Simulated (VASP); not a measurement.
Here is a VASP 6.6.1 calculation.

File INCAR:

```
SYSTEM = Tl
  PREC = Accurate
  ENCUT = 520
  EDIFF = 1E-6
  ISMEAR = -1
  SIGMA = 0.05
  LREAL = .FALSE.
  LASPH = .TRUE.
  NELM = 80
  ALGO = Normal
  ISIF = 2
  LWAVE = .FALSE.
  LCHARG = .FALSE.
  GGA = PE
  NBANDS = 12
```

KPOINTS

```
regular mesh
0
G
  14 14 14
  0 0 0
```

The input POSCAR:

```
Tl
1.0
    0.0000000000      2.1793381662      2.1793381662
    2.1793381662      0.0000000000      2.1793381662
    2.1793381662      2.1793381662      0.0000000000
Tl
1
Direct
    0.0000000000      0.0000000000      0.0000000000
```

Potentials or basis: VASP PAW PBE potentials, release 64 (Tl_d).

The run is started by

```console
$ cat potpaw_PBE.64/Tl_d/POTCAR > POTCAR
$ mpirun -np 1 vasp_std > vasp.out
```

Q: Predict the pressure.

A: 33.8 GPa.
